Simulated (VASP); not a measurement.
# SnO2 (Pnnm) in VASP: notebook, part 2 of 2

VASP 6.6.1. The steps go on from the part before.

### 4 Single point, LDA

File INCAR:

```
SYSTEM = SnO2
PREC = Accurate
ENCUT = 520
EDIFF = 1E-7
ISMEAR = 0
SIGMA = 0.05
LREAL = .False.
LASPH = .True.
NELM = 100
ALGO = Normal
ISIF = 2
LWAVE = .False.
LCHARG = .True.
LELF = .True.
LVHAR = .True.
NBANDS = 35
```

File KPOINTS:

```
Automatic mesh
0
Gamma
  6 6 8
  0 0 0
```

File POSCAR:

```
SnO2
1.0
    4.7222897775      0.0000000000      0.0000000000
    0.0000000000      4.7228698889      0.0000000000
    0.0000000000      0.0000000000      3.1904047622
Sn O
2 4
Direct
    0.5000000000      0.5000000000      0.5000000000
    0.0000000000      0.0000000000      0.0000000000
    0.3059833077      0.3061758397      0.0000000000
    0.8059833077      0.1938241603      0.5000000000
    0.1940166923      0.8061758397      0.5000000000
    0.6940166923      0.6938241603      0.0000000000
```

Potentials or basis: VASP PAW LDA potentials, release 64 (Sn_d, O).

On the command line:

```
cat potpaw_LDA.64/Sn_d/POTCAR potpaw_LDA.64/O/POTCAR > POTCAR
mpirun -np 1 vasp_std > vasp.out
```

OUTCAR:

```text
SYSTEM = SnO2
   PREC = Accurate
   ENCUT = 520
   EDIFF = 1E-7
   ISMEAR = 0
   LREAL = .False.
   LASPH = .True.
   NELM = 100
   ISIF = 2

 ion  position               nearest neighbor table
   1  0.500  0.500  0.500-   5 2.04   4 2.04   6 2.05   6 2.05   3 2.05   3 2.05   2 3.70   2 3.70
                             2 3.70   2 3.70   2 3.70   2 3.70   2 3.70   2 3.70
   2  0.000  0.000  0.000-   3 2.04   6 2.04   4 2.05   4 2.05   5 2.05   5 2.05   1 3.70   1 3.70
                             1 3.70   1 3.70   1 3.70   1 3.70   1 3.70   1 3.70
   3  0.306  0.306  0.000-   2 2.04   1 2.05   1 2.05
   4  0.806  0.194  0.500-   1 2.04   2 2.05   2 2.05
   5  0.194  0.806  0.500-   1 2.04   2 2.05   2 2.05
   6  0.694  0.694  0.000-   2 2.04   1 2.05   1 2.05

  LATTYP: Found a simple orthorhombic cell.
 ALAT       =     3.1904047622
 B/A-ratio  =     1.4801538142
 C/A-ratio  =     1.4803356442

  Lattice vectors:

 A1 = (   0.0000000000,   0.0000000000,   3.1904047622)
 A2 = (   4.7222897775,   0.0000000000,   0.0000000000)
 A3 = (   0.0000000000,   4.7228698889,   0.0000000000)

Analysis of symmetry for initial positions (statically):
=====================================================================
 Subroutine PRICEL returns:
 Original cell was already a primitive cell.

 Routine SETGRP: Setting up the symmetry group for a
 simple orthorhombic supercell.

 Subroutine GETGRP returns: Found  8 space group operations
 (whereof  4 operations were pure point group operations)
 out of a pool of  8 trial point group operations.

The static configuration has the point symmetry C_2h.
 The point group associated with its full space group is D_2h.

Analysis of symmetry for dynamics (positions and initial velocities):
=====================================================================
 Subroutine PRICEL returns:
 Original cell was already a primitive cell.

 Routine SETGRP: Setting up the symmetry group for a
 simple orthorhombic supercell.

 Subroutine GETGRP returns: Found  8 space group operations
 (whereof  4 operations were pure point group operations)
[... 135 lines left out ...]
   LORBIT       =      0    0 simple, 1 ext, 2 COOP (PROOUT), +10 PAW based schemes
   GGA     = CA    functional components
   LHFCALC =     F    Hartree Fock is set to
   AEXX    =    0.0000 exact exchange contribution
   IVDW    =     0    specifies the selected vdW correction
   LEPSILON=     F    determine dielectric tensor
   LRPA    =     F    only Hartree local field effects (RPA)
 non-spin polarized calculation
 Gauss-broadening in eV      SIGMA  =   0.05
  energy-cutoff  :      520.00
  volume of cell :       71.15
 maximum number of plane-waves:      1944
 NGX is ok and might be reduce to    36
   NGX = 17   NGY = 17   NGZ = 11

 number of electron      51.9999988 magnetization

 Free energy of the ion-electron system (eV)
  ---------------------------------------------------
  ext. energy  EPLUGINS =         0.00000000
  ---------------------------------------------------
  free energy    TOTEN  =       -42.27992325 eV

  energy without entropy =      -42.27992325  energy(sigma->0) =      -42.27992325

 E-fermi :   6.1327     XC(G=0): -11.8305

 val. band max:        5.9333435831   @ k =   0.0000   0.0000   0.0000
 cond. band min:       7.1286821284   @ k =   0.0000   0.0000   0.0000
 fundamental gap:      1.1953385453
 Fermi energy:         6.1327482940

 k-point     1 :       0.0000    0.0000    0.0000
  band No.  band energies     occupation
      1     -15.0844      2.00000
      2     -14.3045      2.00000
      3     -14.0298      2.00000
      4     -14.0107      2.00000
      5     -14.0107      2.00000
      6     -13.9328      2.00000
[... 901 lines left out ...]
     34      18.0369      0.00000
     35      18.2265      0.00000

 [... further k-points ...]

------------------------ aborting loop because EDIFF is reached ----------------------------------------

  FORCE on cell =-STRESS in cart. coord.  units (eV):
  Direction    XX          YY          ZZ          XY          YZ          ZX
  --------------------------------------------------------------------------------------
  -------------------------------------------------------------------------------------
  Total        0.4010559      0.4000076      0.6093751     -0.0000000      0.0000000      0.0000000
  in kB        9.0304854      9.0068811     13.7211609     -0.0000000      0.0000000      0.0000000
  external PRESSURE =      10.5861758 kB  Pullay stress =       0.0000000 kB

 VOLUME and BASIS-vectors are now :
 -----------------------------------------------------------------------------
  energy-cutoff  :      520.00
  volume of cell :       71.15
      direct lattice vectors                 reciprocal lattice vectors
     4.722289778  0.000000000  0.000000000     0.211761676  0.000000000  0.000000000
     0.000000000  4.722869889  0.000000000     0.000000000  0.211735666  0.000000000
     0.000000000  0.000000000  3.190404762     0.000000000  0.000000000  0.313439853

 POSITION                                       TOTAL-FORCE (eV/Angst)
 -----------------------------------------------------------------------------------
      2.36114      2.36143      1.59520         0.000000      0.000000      0.000000
      0.00000      0.00000      0.00000         0.000000      0.000000      0.000000
      1.44494      1.44603      0.00000        -0.015750     -0.016130      0.000000
      3.80609      0.91541      1.59520        -0.015750      0.016130      0.000000
      0.91620      3.80746      1.59520         0.015750     -0.016130      0.000000
      3.27735      3.27684      0.00000         0.015750      0.016130     -0.000000
 -----------------------------------------------------------------------------------
    total drift:                                0.000000     -0.000000      0.000000

  FREE ENERGIE OF THE ION-ELECTRON SYSTEM (eV)
  ---------------------------------------------------
  free  energy   TOTEN  =       -42.2799232492 eV

  energy  without entropy=      -42.2799232492  energy(sigma->0) =      -42.27992325
```

Wall time 3 min (1 thread of Intel Xeon 8259CL, shared host); peak memory 0.26 GiB.

Results:

- Free energy: -42.2799 eV
- Pressure: 1.1 GPa
- Largest force: 0.023 eV/Å
- Band gap on the k mesh: 1.20 eV

Forces in eV/Å, atoms in the order of the input:
```
Sn   0.000  0.000  0.000
Sn   0.000  0.000  0.000
O   -0.016 -0.016  0.000
O   -0.016  0.016  0.000
O    0.016 -0.016  0.000
O    0.016  0.016  0.000
```

Stress tensor (GPa, compression positive):
```
0.90 0.00 0.00
0.00 0.90 0.00
0.00 0.00 1.37
```

Levels at points of the mesh, in eV from the valence-band top:
```csv
k point,band 24,band 25,band 26,band 27,band 28,band 29
"(0.00, 0.00, 0.00)",-0.81,-0.81,0.00,1.20,5.96,6.08
"(0.50, 0.00, 0.00)",-1.24,-0.65,-0.65,4.35,4.35,6.83
"(0.00, 0.50, 0.00)",-1.24,-0.65,-0.65,4.36,4.36,6.83
"(0.50, 0.50, 0.00)",-1.36,-0.92,-0.92,4.74,4.74,7.32
"(0.00, 0.00, 0.50)",-1.73,-1.29,-1.29,6.07,6.07,9.54
"(0.50, 0.00, 0.50)",-1.14,-0.72,-0.72,6.36,6.36,7.90
"(0.00, 0.50, 0.50)",-1.14,-0.72,-0.72,6.36,6.36,7.90
"(0.50, 0.50, 0.50)",-0.99,-0.85,-0.85,4.73,4.73,8.64
```

Caveat: spin-orbit coupling is left out, which moves the levels of the heavy elements.

### 5 Summary

| cell | gap on the mesh (eV) | pressure (GPa) | largest force (eV/Å) |
| --- | --- | --- | --- |
| as given, atomic positions A | 1.33 | 2.9 | 1.07 |
| as given, atomic positions B | 1.08 | 0.2 | 0.98 |
| as given, atomic positions C | 1.20 | 1.1 | 0.02 |

Alike in all rows: task single point; level LDA; potentials or basis VASP PAW LDA potentials, release 64 (Sn_d, O); no spin polarisation; k mesh 6 × 6 × 8; cutoff (eV) 520; smearing gaussian 0.05 eV.

Caveats: spin-orbit coupling is left out, which moves the levels of the heavy elements; forces of over 1 eV/Å act on the atoms, so gaps and moduli don't describe the material at rest (at least some runs).

Absolute energies hang on the potentials; compare differences alone.
